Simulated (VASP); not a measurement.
# LaO: relaxation of cell and atoms with PBEsol

The system is LaO.

```xyz
2
Lattice="3.1600 0.0000 0.0000 0.0000 3.1600 0.0000 0.0000 0.0000 3.1600" Properties=species:S:1:pos:R:3 pbc="T T T"
La    0.0000    0.0000    0.0000
O     1.5800    1.5800    1.5800
```

```yaml
Program: VASP 6.6.1
Task: relaxation of cell and atoms
Functional: PBEsol
Potentials_or_basis: VASP PAW PBE potentials, release 64 (La, O)
Cutoff: 600 eV
k_mesh: 6 × 6 × 6
Occupations: gaussian, width 0.05 eV
Spin: no spin polarisation
Dipole_correction: no
Further_INCAR_settings: ALGO = Normal; EDIFF = 1e-07; IBRION = 2; EDIFFG = -0.02; NSW = 80; ISIF = 3
```

```json
{
 "Relaxed volume": "14.99 Å³/atom",
 "Relaxed cell": "a = 3.107 Å, b = 3.107 Å, c = 3.107 Å, α = 90.00°, β = 90.00°, γ = 90.00°",
 "Space group after relaxing (to 0.1 Å)": "Pm-3m (No. 221)",
 "Energy gained by relaxing": "16.3 meV/atom",
 "Ionic steps": "3",
 "Pressure after relaxing": "0.0 GPa",
 "Band gap on the k mesh": "zero (an odd number of electrons rules out a gap without spin polarisation)"
}
```

The path:
```tsv
step	energy change (eV)	largest force (eV/Å)	pressure (GPa)	volume (Å³)
1	0.0000	0.0000	-6.32	31.55
2	-0.0112	0.0000	6.06	28.80
3	-0.0326	0.0000	-0.04	29.98
```

Final structure:
```
La O
1.0
     3.10663    0.00000    0.00000
     0.00000    3.10663    0.00000
     0.00000    0.00000    3.10663
La O
1 1
Cartesian
  0.0000 0.0000 0.0000
  1.5533 1.5533 1.5533
```

Levels at points of the mesh, in eV from the Fermi level:
| k point | band 5 | band 6 | band 7 | band 8 | band 9 | band 10 | band 11 | band 12 |
| --- | --- | --- | --- | --- | --- | --- | --- | --- |
| (0.00, 0.00, 0.00) | -15.94 | -3.94 | -3.94 | -3.94 | -2.46 | -2.46 | 1.69 | 1.69 |
| (0.50, 0.00, 0.00) | -15.46 | -6.56 | -4.92 | -4.92 | -1.25 | 0.77 | 1.37 | 1.89 |
| (0.50, 0.50, 0.00) | -15.11 | -4.70 | -4.70 | -4.37 | -0.20 | 0.02 | 1.62 | 1.62 |
| (0.50, 0.50, 0.50) | -17.96 | -7.48 | -7.48 | -7.48 | 1.92 | 1.92 | 1.92 | 2.05 |

Run time: 19 s on 1 thread of Intel(R) Xeon(R) 6975P-C (Granite Rapids) (shared host), peak memory 0.18 GiB.

Caveat: the PAW data sets were made with another functional, which shifts forces and pressure a little; spin-orbit coupling is left out, which moves the levels of the heavy elements; an odd number of electrons without spin polarisation forces a metal; a magnetic or distorted state may lie lower.
